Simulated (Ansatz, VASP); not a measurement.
Two plane-wave programs on F

Contents of INCAR:

```
SYSTEM = F
ALGO = Normal ; EDIFF = 1E-6
ENCUT = 520 ; GGA = PS
ISIF = 2 ; ISMEAR = 0
LASPH = .True. ; LCHARG = .True.
LELF = .True. ; LREAL = .False.
LVHAR = .True. ; LWAVE = .False.
NBANDS = 22 ; NELM = 80
PREC = Accurate ; SIGMA = 0.05
```

File KPOINTS:

```
k-points
0
Gamma
  4 4 2
  0 0 0
```

POSCAR

```
F
1.0
    3.0414923524     -1.7480498951     -0.2345861287
    3.0414923524      1.7480498951     -0.2345861287
   -2.2869699080      0.0000000000      7.0004610119
F
4
Direct
    0.0848459664      0.0848459664      0.1139841296
    0.9151540336      0.9151540336      0.8860158704
    0.5015719855      0.5015719855      0.5937195244
    0.4984280145      0.4984280145      0.4062804756
```

Input for Ansatz:

```yaml
crystal:
  lattice:
    - [3.0414923524, -1.7480498951, -0.2345861287]
    - [3.0414923524, 1.7480498951, -0.2345861287]
    - [-2.286969908, 0.0, 7.0004610119]
  atoms:
    - { symbol: F, position: [0.0848459664, 0.0848459664, 0.1139841296] }
    - { symbol: F, position: [0.9151540336, 0.9151540336, 0.8860158704] }
    - { symbol: F, position: [0.5015719855, 0.5015719855, 0.5937195244] }
    - { symbol: F, position: [0.4984280145, 0.4984280145, 0.4062804756] }
basis:
  ecutwfc: 520.0
kpoints:
  mp_grid: { grid: [4, 4, 2] }
hamiltonian:
  xc: pbesol
scf:
  occupations: { method: gaussian, width: 0.05 }
output:
  forces: true
  stress: true
  eigenvalues: true
```

Alike in both runs: task single point; functional PBEsol; k mesh 4 × 4 × 2; occupations gaussian, width 0.05 eV; no spin polarisation.

|  | VASP | Ansatz |
| --- | --- | --- |
| version | VASP 6.6.1 | Ansatz 0.2.0 |
| potentials or method | VASP PAW PBE potentials, release 64 (F), cutoff 520 eV | scalar-relativistic, plane waves, PAW |
| valence electrons in the cell | 28 | 28 |

|  | VASP | Ansatz | Ansatz less VASP |
| --- | --- | --- | --- |
| gap on the k mesh at the Fermi level (eV) | 1.37 | 1.40 | +0.033 |
| least direct gap on the mesh (eV) | 1.44 | 1.48 | +0.036 |
| pressure (GPa) | -3.3 | -3.5 | -0.13 |
| traceless stress, the component that is largest in VASP (GPa) | -5.28 | -4.96 | +0.320 |
| rms of the force components (eV/Å) | 1.573 | 1.550 | -0.0226 |

VASP's potentials were made for PBE, not for PBEsol. Atom by atom the forces differ by 0.210 eV/Å (rms over components).

The k mesh is coarse, so the values compare programs but aren't converged.
